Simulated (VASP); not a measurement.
Input of a VASP 6.6.1 run:

POSCAR

```
GaAs
1.0
    2.8900986962      2.8900986962      0.0000000000
   -2.8900986962      2.8900986962      0.0000000000
    0.0000000000      2.8900986962      2.7853911242
Ga As
1 1
Direct
    0.0000000000      0.0000000000      0.0000000000
    0.7500000000      0.2500000000      0.5000000000
```

Contents of INCAR.step1:

```
SYSTEM = GaAs
PREC = Accurate ; ENCUT = 520
ISMEAR = 0 ; SIGMA = 0.01
LREAL = .FALSE. ; LASPH = .TRUE.
NELM = 80 ; NBANDS = 16
GGA = PE ; ALGO = Normal
EDIFF = 1E-4 ; LWAVE = .TRUE.
LCHARG = .FALSE.
```

Contents of INCAR.step2:

```
SYSTEM = GaAs
PREC = Accurate ; ENCUT = 520
EDIFF = 1E-6 ; ISMEAR = 0
SIGMA = 0.01 ; LREAL = .FALSE.
LASPH = .TRUE. ; NELM = 80
ALGO = Normal ; ISIF = 2
LWAVE = .FALSE. ; LCHARG = .FALSE.
METAGGA = R2SCAN ; LMIXTAU = .TRUE.
NBANDS = 16 ; ISTART = 1
```

Contents of KPOINTS:

```
Automatic mesh
0
G
  8 8 8
  0 0 0
```

Potentials or basis: VASP PAW PBE potentials, release 64 (Ga_d, As).

The run is started by

```sh
$ cat potpaw_PBE.64/Ga_d/POTCAR potpaw_PBE.64/As/POTCAR > POTCAR
$ cp INCAR.step1 INCAR
$ mpirun -np 1 vasp_std > vasp.out
$ cp INCAR.step2 INCAR
$ mpirun -np 1 vasp_std > vasp.out
```

(1) What does it give for the pressure?

(2) Estimate the band gap on the k mesh.

Answers

(1) -1.5 GPa.

(2) 0.62 eV.

Caveat: the cell differs from its parent crystal (film at in-plane strain +0.02); the PAW data sets were made with another functional, which shifts forces and pressure a little.
